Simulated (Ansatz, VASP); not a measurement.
**Two plane-wave programs on Zr3SeS2**

File INCAR:

```
SYSTEM = Zr3SeS2
  ALGO = Normal
  EDIFF = 1E-7
  EDIFFG = -0.04
  ENCUT = 600
  GGA = PE
  IBRION = 2
  ISIF = 3
  ISMEAR = 0
  LASPH = .TRUE.
  LCHARG = .FALSE.
  LREAL = .FALSE.
  LWAVE = .FALSE.
  NELM = 80
  NSW = 90
  PREC = Accurate
  SIGMA = 0.1
```

KPOINTS

```
k-points
0
G
  3 3 6
  0 0 0
```

The input POSCAR:

```
Zr3SeS2
1.0
    8.2642904074      0.0000000000      0.0000000000
   -4.1321452037      7.1570854371      0.0000000000
    0.0000000000      0.0000000000      3.2011869706
Zr Se S
3 1 2
Direct
    0.5000000000      0.0000000000      0.5000000000
    0.0000000000      0.5000000000      0.5000000000
    0.5000000000      0.5000000000      0.5000000000
    0.0000000000      0.0000000000      0.5000000000
    0.3333333333      0.6666666667      0.5000000000
    0.6666666667      0.3333333333      0.5000000000
```

Input for Ansatz:

```yaml
crystal:
  lattice:
    - [8.2642904074, 0.0, 0.0]
    - [-4.1321452037, 7.1570854371, 0.0]
    - [0.0, 0.0, 3.2011869706]
  atoms:
    - { symbol: Zr, position: [0.5, 0.0, 0.5] }
    - { symbol: Zr, position: [0.0, 0.5, 0.5] }
    - { symbol: Zr, position: [0.5, 0.5, 0.5] }
    - { symbol: Se, position: [0.0, 0.0, 0.5] }
    - { symbol: S, position: [0.3333333333, 0.6666666667, 0.5] }
    - { symbol: S, position: [0.6666666667, 0.3333333333, 0.5] }
basis:
  ecutwfc: 420
kpoints:
  mp_grid: { grid: [3, 3, 6] }
hamiltonian:
  xc: pbe
scf:
  occupations: { method: gaussian, width: 0.1 }
  lower_state_search: "off"
output:
  forces: true
  stress: true
  eigenvalues: true
relax:
  adjacent_minimum: "off"
  f_tol: 0.04
  max_steps: 70
  cell: { stress_tol: 0.4 }
```

Alike in both runs: task relaxation of cell and atoms; functional PBE; k mesh 3 × 3 × 6; occupations gaussian, width 0.1 eV; no spin polarisation.

|  | VASP | Ansatz |
| --- | --- | --- |
| version | VASP 6.6.1 | Ansatz 0.2.0 |
| potentials or method | VASP PAW PBE potentials, release 64 (Zr_sv, Se, S), cutoff 600 eV | scalar-relativistic, plane waves, PAW |
| valence electrons in the cell | 54 | 64 |

Ansatz gave:

```
gap on the k mesh at the Fermi level, each at its own relaxed structure (eV) : none
relaxed volume (Å³/atom)                                                     : 30.98
relaxed length of the cell vector where the two differ most in proportion (Å)              : 8.290
```

Which values does VASP return?

gap on the k mesh at the Fermi level, each at its own relaxed structure (eV): none; relaxed volume (Å³/atom): 30.89; relaxed length of the cell vector where the two differ most in proportion (Å): 8.283.

A gap of «none» marks a metal or a gap that the smearing closes. VASP's potentials hold 54 valence electrons a cell and Ansatz's 64, so a difference there can come from the potentials and not from the codes.
